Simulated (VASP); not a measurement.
## Si20H8Cl: single point with PBE+D3(BJ)

The system is Si20H8Cl, a slab with vacuum.

```
CELL_PARAMETERS angstrom
7.67918 0.00000 0.00000
0.00000 15.35836 0.00000
0.00000 0.00000 18.25550
ATOMIC_POSITIONS crystal
H 0.40939 0.00000 0.05478
H 0.09061 0.00000 0.05478
H 0.90939 0.00000 0.05478
H 0.59061 0.00000 0.05478
H 0.40939 0.25000 0.05478
H 0.09061 0.25000 0.05478
H 0.90939 0.25000 0.05478
H 0.59061 0.25000 0.05478
H 0.40939 0.50000 0.05478
H 0.09061 0.50000 0.05478
H 0.90939 0.50000 0.05478
H 0.59061 0.50000 0.05478
H 0.40939 0.75000 0.05478
H 0.09061 0.75000 0.05478
H 0.90939 0.75000 0.05478
H 0.59061 0.75000 0.05478
Si 0.25000 0.00000 0.10219
Si 0.75000 0.00000 0.10219
Si 0.25000 0.25000 0.10219
Si 0.75000 0.25000 0.10219
Si 0.25000 0.50000 0.10219
Si 0.75000 0.50000 0.10219
Si 0.25000 0.75000 0.10219
Si 0.75000 0.75000 0.10219
Si 0.25008 0.12512 0.17462
Si 0.74997 0.12503 0.17264
Si 0.25007 0.37537 0.17876
Si 0.74998 0.37469 0.17799
Si 0.24987 0.62550 0.17267
Si 0.74981 0.62467 0.17347
Si 0.25001 0.87434 0.17785
Si 0.75001 0.87528 0.17923
Si 0.99682 0.12360 0.24455
Si 0.50330 0.12367 0.24467
Si 0.99916 0.37661 0.25445
Si 0.50090 0.37663 0.25454
Si 0.00153 0.62214 0.24497
Si 0.49810 0.62214 0.24503
Si 0.00170 0.87589 0.25465
Si 0.49832 0.87591 0.25464
Si 0.01789 0.00421 0.32556
Si 0.48207 0.00420 0.32560
Si 0.99739 0.24628 0.32282
Si 0.50260 0.24634 0.32303
Si 0.98704 0.50478 0.32578
Si 0.51300 0.50479 0.32591
Si 0.00628 0.74600 0.32454
Si 0.49404 0.74602 0.32451
Si 0.24992 0.03816 0.40841
Si 0.74997 0.04931 0.36324
Si 0.24994 0.18178 0.36353
Si 0.75014 0.20070 0.38618
Si 0.24993 0.53789 0.38567
Si 0.75013 0.53575 0.40519
Si 0.25019 0.69398 0.38363
Si 0.75014 0.68192 0.36757
Cl 0.24927 0.49082 0.49302
Cl 0.75081 0.23767 0.49599
```

```yaml
Program: VASP 6.6.1
Task: single point
Functional: PBE
Dispersion: D3(BJ)
Potentials_or_basis: VASP PAW PBE potentials, release 64 (H, Si, Cl)
Cutoff: 400 eV
k_mesh: 2 × 1 × 1
Occupations: fermi-dirac, width 0.02 eV
Spin: no spin polarisation
Dipole_correction: no
Further_INCAR_settings: LREAL = Auto; ALGO = Normal; EDIFF = 1e-06; NBANDS = 130; NELMDL = -8
```

```yaml
Largest_force: 0.636 eV/Å
Band_gap_on_the_k_mesh: zero (bands 95 and 96 overlap by 0.26 eV)
Dispersion_energy_per_atom: -0.179 eV
```

Forces on the atoms (eV/Å):
```
H   -0.608 -0.072  0.013
H    0.608 -0.071  0.014
H   -0.612 -0.097  0.004
H    0.612 -0.098  0.003
H   -0.622  0.065  0.020
H    0.622  0.065  0.021
H   -0.631  0.076 -0.001
H    0.631  0.076 -0.001
H   -0.608 -0.076  0.007
H    0.608 -0.078  0.006
H   -0.611 -0.086 -0.009
H    0.611 -0.087 -0.010
H   -0.627  0.081 -0.002
H    0.627  0.082 -0.002
H   -0.614  0.087  0.024
H    0.615  0.089  0.023
Si   0.003 -0.093  0.099
Si  -0.001 -0.207 -0.002
Si   0.002  0.184  0.117
Si  -0.001  0.196 -0.094
Si   0.000 -0.172 -0.041
Si  -0.002 -0.197 -0.092
Si   0.000  0.180 -0.156
Si  -0.003  0.155  0.105
Si   0.002  0.001 -0.005
Si   0.002  0.002 -0.001
Si   0.000  0.002  0.000
Si   0.000 -0.008 -0.003
Si  -0.001 -0.001  0.005
Si   0.000  0.007 -0.003
Si  -0.001  0.002 -0.003
Si   0.001  0.005 -0.010
Si   0.005 -0.001 -0.003
Si  -0.010  0.001 -0.004
Si  -0.004  0.000  0.001
Si   0.003  0.001  0.000
Si  -0.002 -0.003 -0.008
Si   0.006 -0.007 -0.008
Si  -0.002 -0.003  0.001
Si   0.003 -0.003  0.001
Si  -0.004  0.004 -0.004
Si   0.004  0.006 -0.004
Si  -0.003 -0.003  0.003
Si   0.006 -0.004 -0.004
Si   0.009  0.006  0.000
Si  -0.010  0.005 -0.006
Si   0.001 -0.002 -0.005
Si  -0.002 -0.002 -0.002
Si   0.001  0.000 -0.006
Si   0.002 -0.017  0.008
Si   0.000 -0.008 -0.005
Si  -0.001  0.018  0.026
Si   0.001 -0.011  0.034
Si  -0.002  0.003 -0.003
Si  -0.003  0.000  0.000
Si   0.001  0.008 -0.001
Cl   0.003  0.009 -0.014
Cl  -0.003 -0.012 -0.023
```

Levels at points of the mesh, in eV from the Fermi level:
| k point | band 91 | band 92 | band 93 | band 94 | band 95 | band 96 | band 97 | band 98 | band 99 | band 100 |
| --- | --- | --- | --- | --- | --- | --- | --- | --- | --- | --- |
| (0.00, 0.00, 0.00) | -0.88 | -0.84 | -0.71 | -0.66 | -0.23 | -0.13 | 0.31 | 0.55 | 0.81 | 1.00 |
| (0.50, 0.00, 0.00) | -1.04 | -1.02 | -0.56 | -0.52 | 0.13 | 0.50 | 0.72 | 0.80 | 1.43 | 1.47 |

It took 52 min on 1 thread of Intel Xeon 8259CL, on a shared host, peak memory 1.2 GiB.

Caveat: the k points lie up to 0.41 Å⁻¹ apart; there is no dipole correction, which matters where the two faces differ.
